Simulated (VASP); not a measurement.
Input of a VASP 6.6.1 run:

File INCAR:

```
SYSTEM = Rb
ALGO = Normal
EDIFF = 1E-7
ENCUT = 520
GGA = PE
ISIF = 2
ISMEAR = 0
LASPH = .True.
LCHARG = .False.
LREAL = .False.
LWAVE = .False.
NBANDS = 10
NELM = 80
PREC = Accurate
SIGMA = 0.1
```

File KPOINTS:

```
k-points
0
Gamma
  10 10 10
  0 0 0
```

The input POSCAR:

```
Rb
1.0
   -2.7023744200      2.7023744200      2.7023744200
    2.7023744200     -2.7023744200      2.7023744200
    2.7023744200      2.7023744200     -2.7023744200
Rb
1
Direct
    0.0000000000      0.0000000000      0.0000000000
```

Potentials or basis: VASP PAW PBE potentials, release 64 (Rb_sv).

The run is started by

```console
$ cat potpaw_PBE.64/Rb_sv/POTCAR > POTCAR
$ mpirun -np 1 vasp_std > vasp.out
```

Q: Estimate the pressure.

A: 0.5 GPa.

Caveat: the cell differs from its parent crystal (strained).
